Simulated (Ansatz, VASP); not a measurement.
HfCl5: VASP beside Ansatz

```
Hf Cl
1.0
     3.44351    1.98811    3.32148
    -3.44351    1.98811    3.32148
     0.00000   -3.97622    3.32148
Hf Cl
1 5
Direct
  0.00000 0.00000 0.00000
  0.00000 0.00000 0.50000
  0.50000 0.00000 0.00000
  0.00000 0.50000 0.00000
  0.60229 0.60229 0.60229
  0.39771 0.39771 0.39771
```

Alike in both runs: task relaxation of cell and atoms; functional PBE; k mesh 6 × 6 × 6; occupations gaussian, width 0.1 eV; no spin polarisation.

|  | VASP | Ansatz |
| --- | --- | --- |
| version | VASP 6.6.1 | Ansatz 0.2.0 |
| potentials or method | VASP PAW PBE potentials, release 64 (Hf_pv, Cl), cutoff 600 eV | scalar-relativistic, plane waves, PAW |
| valence electrons in the cell | 45 | 61 |

```tsv
	VASP	Ansatz	Ansatz less VASP
gap on the k mesh at the Fermi level, each at its own relaxed structure (eV)	none	none	-
relaxed volume (Å³/atom)	22.70	22.83	+0.137
relaxed cell length with the largest relative difference (Å)	5.175	5.185	+0.0103
```

A gap of «none» marks a metal or a gap that the smearing closes. VASP's potentials hold 45 valence electrons a cell and Ansatz's 61, so a difference there can come from the potentials and not from the codes.

Spin-orbit coupling is off throughout.
